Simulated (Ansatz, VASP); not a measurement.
## NaH in VASP and in Ansatz

```
Na H
1.0
     3.95328    0.00000    0.00000
    -1.97664    3.42364    0.00000
     0.00000    0.00000    4.82829
Na H
2 2
Direct
  0.33333 0.66667 0.93750
  0.66667 0.33333 0.43750
  0.33333 0.66667 0.43750
  0.66667 0.33333 0.93750
```

Alike in both runs: task single point; functional r2SCAN; k mesh 12 × 12 × 6; no spin polarisation.

```csv
,VASP,Ansatz
version,VASP 6.6.1,Ansatz 0.2.0
potentials or method,"VASP PAW PBE potentials, release 64 (Na_pv, H)","plane waves, PAW"
plane-wave cutoff (eV),520,500
occupations,"gaussian, width 0.01 eV",fixed
valence electrons in the cell,16,20
```

```tsv
	VASP	Ansatz	Ansatz less VASP
gap on the k mesh at the Fermi level (eV)	3.68	3.67	-0.010
pressure (GPa)	-0.1	0.0	+0.05
```

VASP's potentials were made for PBE, not for r2SCAN. VASP's potentials hold 16 valence electrons a cell and Ansatz's 20, so a difference there can come from the potentials and not from the codes. Ansatz's warnings: structure snapped to symmetry.
